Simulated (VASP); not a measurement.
Set up this calculation in VASP 6.6.1, as the native input.

```
Task                   : single point
Functional             : PBE
Potentials or basis    : VASP PAW PBE potentials, release 64 (Cu, O)
Cutoff                 : 520 eV
k mesh                 : 22 × 22 × 22
Occupations            : gaussian, width 0.1 eV
Spin                   : no spin polarisation
Dipole correction      : no
Further INCAR settings : ALGO = Normal; EDIFF = 1e-06; NBANDS = 16
```

The structure of CuO lies in POSCAR:

```
CuO
1.0
    0.0000000000      2.1006011015      2.1006011015
    2.1006011015      0.0000000000      2.1006011015
    2.1006011015      2.1006011015      0.0000000000
Cu O
1 1
Direct
    0.0000000000      0.0000000000      0.0000000000
    0.5000000000      0.5000000000      0.5000000000
```

One way to write it, as run:

INCAR

```
PREC     = Accurate       # precision mode
ENCUT    = 520            # plane-wave cutoff, eV
EDIFF    = 1E-6           # SCF threshold, eV
ISMEAR   = 0              # smearing method
SIGMA    = 0.1            # smearing width, eV
LREAL    = F              # projectors in reciprocal space
LASPH    = T              # aspherical terms in the spheres
NELM     = 60             # most SCF steps
ALGO     = Normal         # electronic algorithm
ISIF     = 2              # what is computed and relaxed
LWAVE    = F              # write WAVECAR
LCHARG   = F              # write CHGCAR
GGA      = PE             # functional
NBANDS   = 16             # bands
```

KPOINTS

```
Automatic mesh
0
Gamma
  22 22 22
```

Potentials or basis: VASP PAW PBE potentials, release 64 (Cu, O).

Run with:

```console
$ cat potpaw_PBE.64/Cu/POTCAR potpaw_PBE.64/O/POTCAR > POTCAR
$ mpirun -np 1 vasp_std > vasp.out
```

It gave:

```json
{
 "Pressure": "6.1 GPa",
 "Band gap on the k mesh": "zero (an odd number of electrons rules out a gap without spin polarisation)"
}
```

Caveat: the cell stands under pressure; an odd number of electrons without spin polarisation forces a metal; a magnetic or distorted state may lie lower; semilocal functionals often make such compounds metallic where correlation or magnetic order opens a gap, which also shifts bond lengths.

Wall time 110 s on 1 thread of Intel Xeon 8259CL, on a shared host, peak memory 0.22 GiB.
